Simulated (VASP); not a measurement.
Here is a VASP 6.6.1 calculation.

The input POSCAR:

```
NaScTe2
1.0
    4.3526063822      0.0000000000      0.0000000000
    0.0000000000      4.3526063822      0.0000000000
    0.0000000000      0.0000000000      5.9575782650
Na Te Sc
1 2 1
Direct
    0.0000000000      0.0000000000      0.0000000000
    0.0000000000      0.0000000000      0.5000000000
    0.5000000000      0.5000000000      0.0000000000
    0.5000000000      0.5000000000      0.5000000000
```

INCAR.step1

```
SYSTEM = NaScTe2
ALGO = Normal
EDIFF = 1E-4
ENCUT = 520
GGA = PE
ISMEAR = -1
LASPH = .TRUE.
LCHARG = .FALSE.
LREAL = .FALSE.
LWAVE = .TRUE.
NBANDS = 23
NELM = 100
PREC = Accurate
SIGMA = 0.02
```

INCAR.step2

```
SYSTEM = NaScTe2
ALGO = Normal
EDIFF = 1E-7
ENCUT = 520
ISIF = 2
ISMEAR = -1
ISTART = 1
LASPH = .TRUE.
LCHARG = .FALSE.
LMIXTAU = .TRUE.
LREAL = .FALSE.
LWAVE = .FALSE.
METAGGA = R2SCAN
NBANDS = 23
NELM = 100
PREC = Accurate
SIGMA = 0.02
```

The input KPOINTS:

```
k-points
0
G
  6 6 4
  0 0 0
```

Potentials or basis: VASP PAW PBE potentials, release 64 (Na_pv, Te, Sc_sv).

The run is started by

```bash
$ cat potpaw_PBE.64/Na_pv/POTCAR potpaw_PBE.64/Te/POTCAR potpaw_PBE.64/Sc_sv/POTCAR > POTCAR
$ cp INCAR.step1 INCAR
$ mpirun -np 1 vasp_std > vasp.out
$ cp INCAR.step2 INCAR
$ mpirun -np 1 vasp_std > vasp.out
```

(1) Predict the band gap on the k mesh.

(2) Predict the pressure.

## Answers

(1) zero (band 15 reaches 4.21 eV, above the bottom of band 16 at 4.16 eV).

(2) -1.3 GPa.

Caveat: the PAW data sets were made with another functional, which shifts forces and pressure a little; spin-orbit coupling is left out, which moves the levels of the heavy elements.
